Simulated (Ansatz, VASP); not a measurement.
**PbSe in VASP and in Ansatz**

```
Pb Se
1.0
     0.00000    3.14630    3.14630
     3.14630    0.00000    3.14630
     3.14630    3.14630    0.00000
Pb Se
1 1
Cartesian
  0.0000 0.0000 0.0000
  3.1463 3.1463 3.1463
```

Alike in both runs: task single point; functional PBEsol; k mesh 10 × 10 × 10; occupations gaussian, width 0.05 eV; no spin polarisation.

|  | VASP | Ansatz |
| --- | --- | --- |
| version | VASP 6.6.1 | Ansatz 0.2.0 |
| potentials or method | VASP PAW PBE potentials, release 64 (Pb_d, Se), cutoff 520 eV | scalar-relativistic, plane waves, PAW |
| valence electrons in the cell | 20 | 30 |

|  | VASP | Ansatz | Ansatz less VASP |
| --- | --- | --- | --- |
| gap on the k mesh at the Fermi level (eV) | 0.45 | 0.45 | -0.003 |
| least direct gap on the mesh (eV) | 0.45 | 0.45 | -0.003 |
| pressure (GPa) | -4.0 | -4.0 | +0.01 |

VASP's potentials were made for PBE, not for PBEsol. VASP's potentials hold 20 valence electrons a cell and Ansatz's 30, so a difference there can come from the potentials and not from the codes.

Spin-orbit coupling is off throughout.
